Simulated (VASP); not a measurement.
# CuNi4 (P6_3/mmc) in VASP: notebook, part 2 of 2

VASP 6.6.1.

### Step 3. Single point, PBE, collinear spin, ferromagnetic start

This run uses another cell than the first one, of 11.09 Å³/atom.

INCAR reads:

```
PREC = Accurate
ENCUT = 520
EDIFF = 1E-6
ISMEAR = 0
SIGMA = 0.1
LREAL = False
LASPH = True
NELM = 150
ALGO = Fast
ISIF = 2
LWAVE = False
LCHARG = False
ISPIN = 2
MAGMOM = 0 0 2 2 2 2 2 2 2 2
LORBIT = 11
LMAXMIX = 4
GGA = PE
NBANDS = 66
```

KPOINTS reads:

```
regular mesh
0
Gamma
  6 6 1
```

POSCAR reads:

```
CuNi4
1.0
    2.4935073598      0.0000000029      0.0000000000
   -1.2467536824      2.1594407166      0.0000000000
    0.0000000000      0.0000000000     20.5920352172
Cu Ni
2 8
Direct
    0.6666666667      0.3333333333      0.7500000000
    0.3333333333      0.6666666667      0.2500000000
    0.6666666667      0.3333333333      0.1477829851
    0.6666666667      0.3333333333      0.3522170149
    0.6666666667      0.3333333333      0.5493385812
    0.6666666667      0.3333333333      0.9506614188
    0.3333333333      0.6666666667      0.0493385812
    0.3333333333      0.6666666667      0.4506614188
    0.3333333333      0.6666666667      0.6477829851
    0.3333333333      0.6666666667      0.8522170149
```

Potentials or basis: VASP PAW PBE potentials, release 64 (Cu, Ni).

On the command line:

```bash
> cat potpaw_PBE.64/Cu/POTCAR potpaw_PBE.64/Ni/POTCAR > POTCAR
> mpirun -np 1 vasp_std > vasp.out
```

OUTCAR:

```text
PREC = Accurate
   ENCUT = 520
   EDIFF = 1E-6
   ISMEAR = 0
   LREAL = False
   LASPH = True
   NELM = 150
   ISIF = 2
   ISPIN = 2
   LORBIT = 11
   GGA = PE

 ion  position               nearest neighbor table
   1  0.667  0.333  0.750-   9 2.55  10 2.55   9 2.55  10 2.55   9 2.55  10 2.55
   2  0.333  0.667  0.250-   3 2.55   4 2.55   3 2.55   4 2.55   3 2.55   4 2.55
   3  0.667  0.333  0.148-   7 2.49   7 2.49   7 2.49   2 2.55   2 2.55   2 2.55
   4  0.667  0.333  0.352-   8 2.49   8 2.49   8 2.49   2 2.55   2 2.55   2 2.55
   5  0.667  0.333  0.549-   9 2.49   9 2.49   9 2.49   8 2.49   8 2.49   8 2.49
   6  0.667  0.333  0.951-  10 2.49  10 2.49  10 2.49   7 2.49   7 2.49   7 2.49
   7  0.333  0.667  0.049-   3 2.49   3 2.49   3 2.49   6 2.49   6 2.49   6 2.49
   8  0.333  0.667  0.451-   4 2.49   4 2.49   4 2.49   5 2.49   5 2.49   5 2.49
   9  0.333  0.667  0.648-   5 2.49   5 2.49   5 2.49   1 2.55   1 2.55   1 2.55
  10  0.333  0.667  0.852-   6 2.49   6 2.49   6 2.49   1 2.55   1 2.55   1 2.55

  LATTYP: Found a hexagonal cell.
 ALAT       =     2.4935073598
 C/A-ratio  =     8.2582612545

  Lattice vectors:

 A1 = (   2.4935073598,   0.0000000029,   0.0000000000)
 A2 = (  -1.2467536824,   2.1594407166,   0.0000000000)
 A3 = (   0.0000000000,   0.0000000000,  20.5920352172)

Analysis of symmetry for initial positions (statically):
=====================================================================
 Subroutine PRICEL returns:
 Original cell was already a primitive cell.

 Routine SETGRP: Setting up the symmetry group for a
 hexagonal supercell.

 Subroutine GETGRP returns: Found 24 space group operations
 (whereof 12 operations were pure point group operations)
 out of a pool of 24 trial point group operations.

The static configuration has the point symmetry D_3d.
 The point group associated with its full space group is D_6h.

Analysis of symmetry for dynamics (positions and initial velocities):
=====================================================================
 Subroutine PRICEL returns:
 Original cell was already a primitive cell.

 Routine SETGRP: Setting up the symmetry group for a
 hexagonal supercell.

 Subroutine GETGRP returns: Found 24 space group operations
 (whereof 12 operations were pure point group operations)
 out of a pool of 24 trial point group operations.

The dynamic configuration has the point symmetry D_3d.
 The point group associated with its full space group is D_6h.

Analysis of structural, dynamic, and magnetic symmetry:
=====================================================================
 Subroutine PRICEL returns:
 Original cell was already a primitive cell.

 Routine SETGRP: Setting up the symmetry group for a
 hexagonal supercell.

 Subroutine GETGRP returns: Found 24 space group operations
 (whereof 12 operations were pure point group operations)
 out of a pool of 24 trial point group operations.

The overall configuration has the point symmetry D_3d.
 The point group associated with its full space group is D_6h.

 Subroutine INISYM returns: Found 24 space group operations
 (whereof 12 operations are pure point group operations),
 and found     1 'primitive' translations

----------------------------------------------------------------------------------------

[... 111 lines left out ...]
  volume/ion in A,a.u.               =      11.09        74.83
  Fermi-wavevector in a.u.,A,eV,Ry     =   1.592176  3.008777 34.491113  2.535025
  Thomas-Fermi vector in A             =   2.690602
   LORBIT       =     11    0 simple, 1 ext, 2 COOP (PROOUT), +10 PAW based schemes
   GGA     = PE    functional components
   LHFCALC =     F    Hartree Fock is set to
   AEXX    =    0.0000 exact exchange contribution
   IVDW    =     0    specifies the selected vdW correction
   LEPSILON=     F    determine dielectric tensor
   LRPA    =     F    only Hartree local field effects (RPA)
 spin polarized calculation
 RMM-DIIS sequential band-by-band and
 Gauss-broadening in eV      SIGMA  =   0.10
  energy-cutoff  :      520.00
  volume of cell :      110.88
 maximum number of plane-waves:      3014
 NGX is ok and might be reduce to    20
   NGX =  9   NGY =  9   NGZ = 77

 number of electron     101.9999973 magnetization      10.8076404

 number of electron     101.9999974 magnetization       4.2209127

 Free energy of the ion-electron system (eV)
  ---------------------------------------------------
  ext. energy  EPLUGINS =         0.00000000
  ---------------------------------------------------
  free energy    TOTEN  =       -51.12104436 eV

  energy without entropy =      -51.03845273  energy(sigma->0) =      -51.07974855

 E-fermi :   8.8769     XC(G=0): -13.1274

 val. band max:        8.8519053689   @ k =   0.3333   0.0000   0.0000
 cond. band min:       8.8791545038   @ k =   0.3333   0.0000   0.0000
 fundamental gap:      0.0272491349
 Fermi energy:         8.8769302031

 spin component 1

 k-point     1 :       0.0000    0.0000    0.0000
  band No.  band energies     occupation
      1      -0.1102      1.00000
      2       0.2051      1.00000
      3       0.3314      1.00000
      4       1.2263      1.00000
      5       1.4685      1.00000
      6       2.7304      1.00000
[... 451 lines left out ...]
     62      14.3099      0.00000
     63      14.3099      0.00000
 Fermi energy:         8.8769302031

 spin component 2

 k-point     1 :       0.0000    0.0000    0.0000
  band No.  band energies     occupation
      1      -0.1510      1.00000
      2       0.1624      1.00000
      3       0.2930      1.00000
      4       1.1861      1.00000
      5       1.4361      1.00000
      6       2.7214      1.00000
[... 451 lines left out ...]
     62      14.4694      0.00000
     63      14.4694      0.00000
 [bands above 63 left out]

------------------------ aborting loop because EDIFF is reached ----------------------------------------

  FORCE on cell =-STRESS in cart. coord.  units (eV):
  Direction    XX          YY          ZZ          XY          YZ          ZX
  --------------------------------------------------------------------------------------
  -------------------------------------------------------------------------------------
  Total       -0.0374103     -0.0374103      0.0996017     -0.0000000     -0.0000000      0.0000000
  in kB       -0.5405678     -0.5405678      1.4392163     -0.0000000     -0.0000000      0.0000000
  external PRESSURE =       0.1193603 kB  Pullay stress =       0.0000000 kB

 VOLUME and BASIS-vectors are now :
 -----------------------------------------------------------------------------
  energy-cutoff  :      520.00
  volume of cell :      110.88
      direct lattice vectors                 reciprocal lattice vectors
     2.493507360  0.000000003  0.000000000     0.401041527  0.231541434  0.000000000
    -1.246753682  2.159440717  0.000000000    -0.000000001  0.463082868  0.000000000
     0.000000000  0.000000000 20.592035217     0.000000000  0.000000000  0.048562466

 POSITION                                       TOTAL-FORCE (eV/Angst)
 -----------------------------------------------------------------------------------
      1.24675      0.71981     15.44403        -0.000000      0.000000      0.000000
     -0.00000      1.43963      5.14801         0.000000      0.000000      0.000000
      1.24675      0.71981      3.04315        -0.000000      0.000000     -0.002786
      1.24675      0.71981      7.25287        -0.000000      0.000000      0.002786
      1.24675      0.71981     11.31200         0.000000     -0.000000     -0.007104
      1.24675      0.71981     19.57605         0.000000     -0.000000      0.007104
     -0.00000      1.43963      1.01598        -0.000000      0.000000     -0.007104
     -0.00000      1.43963      9.28004        -0.000000      0.000000      0.007104
     -0.00000      1.43963     13.33917         0.000000      0.000000     -0.002786
     -0.00000      1.43963     17.54888         0.000000     -0.000000      0.002786
 -----------------------------------------------------------------------------------
    total drift:                               -0.000000      0.000000     -0.000000

  FREE ENERGIE OF THE ION-ELECTRON SYSTEM (eV)
  ---------------------------------------------------
  free  energy   TOTEN  =       -51.1210443561 eV

  energy  without entropy=      -51.0384527342  energy(sigma->0) =      -51.07974855

 total charge

# of ion       s       p       d       tot
------------------------------------------
    1        0.457   0.411   9.175  10.043
    2        0.457   0.411   9.175  10.043
    3        0.484   0.466   8.340   9.290
    4        0.484   0.466   8.340   9.290
    5        0.494   0.490   8.315   9.299
    6        0.494   0.490   8.315   9.299
    7        0.494   0.490   8.315   9.299
    8        0.494   0.490   8.315   9.299
    9        0.484   0.466   8.340   9.290
   10        0.484   0.466   8.340   9.290
--------------------------------------------------
tot          4.827   4.645  84.969  94.441

 magnetization (x)

# of ion       s       p       d       tot
------------------------------------------
    1       -0.004  -0.015  -0.002  -0.021
    2       -0.004  -0.015  -0.002  -0.021
    3       -0.006  -0.020   0.478   0.452
    4       -0.006  -0.020   0.478   0.452
    5       -0.007  -0.025   0.677   0.645
    6       -0.007  -0.025   0.677   0.645
    7       -0.007  -0.025   0.677   0.645
    8       -0.007  -0.025   0.677   0.645
    9       -0.006  -0.020   0.478   0.452
   10       -0.006  -0.020   0.478   0.452
--------------------------------------------------
tot         -0.060  -0.211   4.618   4.347
```

It took 3.9 min on 1 thread of AMD EPYC 7R13 (Zen 3), shared host; peak memory 0.28 GiB.

What came out:

```
Free energy                                           : -51.1210 eV
Pressure                                              : 0.0 GPa
Largest force                                         : 0.007 eV/Å
Net moment                                            : 4.22 μB per cell
Site moments                                          : Cu -0.02; Ni +0.45, +0.65 (each value once) μB
Valence electrons inside the program's atomic spheres : Cu 10.04; Ni 9.29, 9.30 (each value once)
```

Forces in eV/Å, atoms in the order of the input:
```
Cu   0.000  0.000  0.000
Cu   0.000  0.000  0.000
Ni   0.000  0.000 -0.003
Ni   0.000  0.000  0.003
Ni   0.000  0.000 -0.007
Ni   0.000  0.000  0.007
Ni   0.000  0.000 -0.007
Ni   0.000  0.000  0.007
Ni   0.000  0.000 -0.003
Ni   0.000  0.000  0.003
```

Caveat: the k points lie up to 0.48 Å⁻¹ apart.
